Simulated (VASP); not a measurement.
# KI in VASP: single point with LDA

Aim: the single point of KI with LDA.

All numbers are computed with VASP 6.6.1; they aren't measurements. Logs are shortened: lines on timing, memory, paths and dates and some standing lists are left out, and cuts for length are marked.

## 1. The cell of the first run

The cell holds a slab with vacuum, 10 atoms: a = 4.984 Å, b = 7.049 Å, c = 27.969 Å, α = 90.00°, β = 90.00°, γ = 90.00°.

## 2. Single point, LDA

File INCAR:

```
ALGO = Normal
DIPOL = 0.5 0.5 0.493
EDIFF = 1E-6
ENCUT = 520
IDIPOL = 3
ISIF = 2
ISMEAR = 0
LASPH = T
LCHARG = T
LDIPOL = T
LELF = T
LREAL = F
LVACPOTAV = T
LVHAR = T
LWAVE = F
NBANDS = 51
NELM = 100
PREC = Accurate
SIGMA = 0.05
```

File KPOINTS:

```
k-points
0
Gamma
  5 4 1
```

File POSCAR:

```
KI
1.0
    4.9844664100      0.0000000000      0.0000000000
    0.0000000000      7.0491000000      0.0000000000
    0.0000000000      0.0000000000     27.9689326029
K I
5 5
Direct
    0.5000000000      0.5000000000      0.3217856086
    0.0000000000      0.0000000000      0.4108927993
    0.5000000000      0.5000000000      0.4937834911
    0.0000000000      0.0000000000      0.5813806261
    0.5000000000      0.5000000000      0.6574721780
    0.5000000000      0.0000000000      0.3217856086
    0.0000000000      0.5000000000      0.4108927993
    0.5000000000      0.0000000000      0.4953644350
    0.0000000000      0.5000000000      0.5781175864
    0.5000000000      0.0000000000      0.6622227600
```

Potentials or basis: VASP PAW LDA potentials, release 64 (K_sv, I).

The run is started by

```bash
> cat potpaw_LDA.64/K_sv/POTCAR potpaw_LDA.64/I/POTCAR > POTCAR
> mpirun -np 1 vasp_std > vasp.out
```

OUTCAR:

```text
EDIFF = 1E-6
   ENCUT = 520
   ISIF = 2
   ISMEAR = 0
   LASPH = T
   LREAL = F
   NELM = 100
   PREC = Accurate

 ion  position               nearest neighbor table
   1  0.500  0.500  0.322-   7 3.52   7 3.52   6 3.52   6 3.52
   2  0.000  0.000  0.411-   8 3.43   8 3.43   6 3.52   6 3.52   7 3.52   7 3.52
   3  0.500  0.500  0.494-   7 3.40   7 3.40   9 3.43   9 3.43   8 3.52   8 3.52
   4  0.000  0.000  0.581-  10 3.37  10 3.37   8 3.46   8 3.46   9 3.53   9 3.53
   5  0.500  0.500  0.657-   9 3.34   9 3.34  10 3.53  10 3.53
   6  0.500  0.000  0.322-   2 3.52   2 3.52   1 3.52   1 3.52
   7  0.000  0.500  0.411-   3 3.40   3 3.40   1 3.52   1 3.52   2 3.52   2 3.52
   8  0.500  0.000  0.495-   2 3.43   2 3.43   4 3.46   4 3.46   3 3.52   3 3.52
   9  0.000  0.500  0.578-   5 3.34   5 3.34   3 3.43   3 3.43   4 3.53   4 3.53
  10  0.500  0.000  0.662-   4 3.37   4 3.37   5 3.53   5 3.53

  LATTYP: Found a simple orthorhombic cell.
 ALAT       =     4.9844664100
 B/A-ratio  =     1.4142135627
 C/A-ratio  =     5.6112189956

  Lattice vectors:

 A1 = (   4.9844664100,   0.0000000000,   0.0000000000)
 A2 = (   0.0000000000,   7.0491000000,   0.0000000000)
 A3 = (   0.0000000000,   0.0000000000,  27.9689326029)

Analysis of symmetry for initial positions (statically):
=====================================================================
 Subroutine PRICEL returns:
 Original cell was already a primitive cell.

 Routine SETGRP: Setting up the symmetry group for a
 simple orthorhombic supercell.

 Subroutine GETGRP returns: Found  4 space group operations
 (whereof  4 operations were pure point group operations)
 out of a pool of  8 trial point group operations.

The static configuration has the point symmetry C_2v.

Analysis of symmetry for dynamics (positions and initial velocities):
=====================================================================
 Subroutine PRICEL returns:
 Original cell was already a primitive cell.

 Routine SETGRP: Setting up the symmetry group for a
 simple orthorhombic supercell.

 Subroutine GETGRP returns: Found  4 space group operations
 (whereof  4 operations were pure point group operations)
 out of a pool of  8 trial point group operations.

The dynamic configuration has the point symmetry C_2v.

 Subroutine INISYM returns: Found  4 space group operations
 (whereof  4 operations are pure point group operations),
 and found     1 'primitive' translations

[... 107 lines left out ...]
   EMIN   =  10.00;   EMAX   =-10.00  energy-range for DOS
   EFERMI =   0.00;   METHOD = LEGACY
   ISMEAR =     0;   SIGMA  =   0.05  broadening in eV -4-tet -1-fermi 0-gaus
   EFERMI_NEDOS =   21; number of points for ismear=-14 and -15
   IALGO  =     38    algorithm
   IMIX   =      4    mixing-type and parameters
     AMIX     =   0.40;   BMIX     =  1.00
     AMIX_MAG =   1.60;   BMIX_MAG =  1.00
  volume/ion in A,a.u.               =      98.27       663.17
  Fermi-wavevector in a.u.,A,eV,Ry     =   0.709516  1.340790  6.849346  0.503413
  Thomas-Fermi vector in A             =   1.796118
   LORBIT       =      0    0 simple, 1 ext, 2 COOP (PROOUT), +10 PAW based schemes
   GGA     = CA    functional components
   LHFCALC =     F    Hartree Fock is set to
   AEXX    =    0.0000 exact exchange contribution
   IVDW    =     0    specifies the selected vdW correction
   LEPSILON=     F    determine dielectric tensor
   LRPA    =     F    only Hartree local field effects (RPA)
 non-spin polarized calculation
 Gauss-broadening in eV      SIGMA  =   0.05
  energy-cutoff  :      520.00
  volume of cell :      982.72
 maximum number of plane-waves:     26518
 NGX is ok and might be reduce to    40
   NGX = 19   NGY = 27   NGZ =105

 number of electron      79.9999991 magnetization

 dipolmoment           0.000000      0.000000      0.038091 electrons x Angstroem

 Free energy of the ion-electron system (eV)
  ---------------------------------------------------
  ext. energy  EPLUGINS =         0.00000000
  ---------------------------------------------------
  free energy    TOTEN  =       -29.63195645 eV

  energy without entropy =      -29.63195645  energy(sigma->0) =      -29.63195645

 E-fermi :  -2.8516     XC(G=0):  -3.7181

 val. band max:       -3.0691248666   @ k =   0.0000   0.0000   0.0000
 cond. band min:       0.2216853974   @ k =   0.0000   0.0000   0.0000
 fundamental gap:      3.2908102640
 Fermi energy:        -2.8515732813

 k-point     1 :       0.0000    0.0000    0.0000
  band No.  band energies     occupation
      1     -32.3051      2.00000
      2     -32.1138      2.00000
      3     -31.5530      2.00000
      4     -31.3363      2.00000
      5     -31.2525      2.00000
      6     -16.0696      2.00000
[... 475 lines left out ...]
     50       3.0885      0.00000
     51       3.3188      0.00000

------------------------ aborting loop because EDIFF is reached ----------------------------------------

  FORCE on cell =-STRESS in cart. coord.  units (eV):
  Direction    XX          YY          ZZ          XY          YZ          ZX
  --------------------------------------------------------------------------------------
  -------------------------------------------------------------------------------------
  Total       -0.9546408     -5.1268121     -0.9923390      0.0000000      0.0000000      0.0000000
  in kB       -1.5564040     -8.3585269     -1.6178654      0.0000000      0.0000000      0.0000000
  external PRESSURE =      -3.8442654 kB  Pullay stress =       0.0000000 kB

 VOLUME and BASIS-vectors are now :
 -----------------------------------------------------------------------------
  energy-cutoff  :      520.00
  volume of cell :      982.72
      direct lattice vectors                 reciprocal lattice vectors
     4.984466410  0.000000000  0.000000000     0.200623280  0.000000000  0.000000000
     0.000000000  7.049100000  0.000000000     0.000000000  0.141862082  0.000000000
     0.000000000  0.000000000 27.968932603     0.000000000  0.000000000  0.035753957

 POSITION                                       TOTAL-FORCE (eV/Angst)
 -----------------------------------------------------------------------------------
      2.49223      3.52455      9.00000         0.000000      0.000000      0.273629
      0.00000      0.00000     11.49223         0.000000      0.000000     -0.183989
      2.49223      3.52455     13.81060         0.000000      0.000000      0.000146
      0.00000      0.00000     16.26060         0.000000      0.000000     -0.011498
      2.49223      3.52455     18.38880         0.000000      0.000000      0.004755
      2.49223      0.00000      9.00000         0.000000      0.000000      0.127101
      0.00000      3.52455     11.49223         0.000000      0.000000     -0.220153
      2.49223      0.00000     13.85481         0.000000      0.000000      0.001108
      0.00000      3.52455     16.16933         0.000000      0.000000      0.001376
      2.49223      0.00000     18.52166         0.000000      0.000000      0.007525
 -----------------------------------------------------------------------------------
    total drift:                                0.000000      0.000000      0.000139

  FREE ENERGIE OF THE ION-ELECTRON SYSTEM (eV)
  ---------------------------------------------------
  free  energy   TOTEN  =       -29.6319564477 eV

  energy  without entropy=      -29.6319564477  energy(sigma->0) =      -29.63195645

 vacuum level on the upper side and lower side of the slab         2.424         2.228
```

OSZICAR:

```text
N       E                     dE             d eps       ncg     rms          rms(c)
DAV:   1     0.655852037013E+03    0.65585E+03   -0.29332E+04   998   0.117E+03
DAV:   2     0.537968986010E+02   -0.60206E+03   -0.58638E+03  1196   0.293E+02
DAV:   3    -0.271028487070E+02   -0.80900E+02   -0.80698E+02  1252   0.925E+01
DAV:   4    -0.304425810591E+02   -0.33397E+01   -0.33334E+01  1284   0.230E+01
[... 18 lines left out ...]
DAV:  23    -0.296319478603E+02   -0.10930E-04   -0.22770E-07   724   0.118E-03    0.528E-04
DAV:  24    -0.296319521999E+02   -0.43396E-05   -0.11536E-07   716   0.753E-04    0.335E-04
DAV:  25    -0.296319543737E+02   -0.21738E-05   -0.46064E-08   708   0.506E-04    0.219E-04
DAV:  26    -0.296319556970E+02   -0.13234E-05   -0.34712E-08   684   0.384E-04    0.181E-04
DAV:  27    -0.296319564477E+02   -0.75065E-06   -0.24841E-08   700   0.304E-04
   1 F= -.29631956E+02 E0= -.29631956E+02  d E =-.916824E-11
```

stdout:

```text
POSCAR found type information on POSCAR K I
 POSCAR found :  2 types and      10 ions
 scaLAPACK will be used
 LDA part: xc-table for (Slater(with rela. corr.)+CA(PZ))
 , standard interpolation
 POSCAR, INCAR and KPOINTS ok, starting setup
 FFT: planning ... GRIDC
 FFT: planning ... GRID_SOFT
 FFT: planning ... GRID
 WAVECAR not read
 entering main loop
 -----------------------------------------------------------------------------
|                                                                             |
|           W    W    AA    RRRRR   N    N  II  N    N   GGGG   !!!           |
|           W    W   A  A   R    R  NN   N  II  NN   N  G    G  !!!           |
|           W    W  A    A  R    R  N N  N  II  N N  N  G       !!!           |
|           W WW W  AAAAAA  RRRRR   N  N N  II  N  N N  G  GGG   !            |
|           WW  WW  A    A  R   R   N   NN  II  N   NN  G    G                |
|           W    W  A    A  R    R  N    N  II  N    N   GGGG   !!!           |
|                                                                             |
|     Did not find any points to average over, which means that no vacuum     |
|     field-free region was found. Please increase the size of  your cell     |
|     in the dimension of the dipole correction to obtain accurate            |
|     workfunction values.                                                    |
|                                                                             |
 -----------------------------------------------------------------------------
```

Wall time 29 min (1 thread of Intel Xeon 8259CL, shared host); peak memory 0.85 GiB.

Results:

```
Free energy            : -29.6320 eV
Largest force          : 0.274 eV/Å
Band gap on the k mesh : 3.29 eV
```

Forces in eV/Å, atoms in the order of the input:
```
K    0.000  0.000  0.274
K    0.000  0.000 -0.184
K    0.000  0.000  0.000
K    0.000  0.000 -0.011
K    0.000  0.000  0.005
I    0.000  0.000  0.127
I    0.000  0.000 -0.220
I    0.000  0.000  0.001
I    0.000  0.000  0.001
I    0.000  0.000  0.008
```

Caveat: spin-orbit coupling is left out, which moves the levels of the heavy elements.
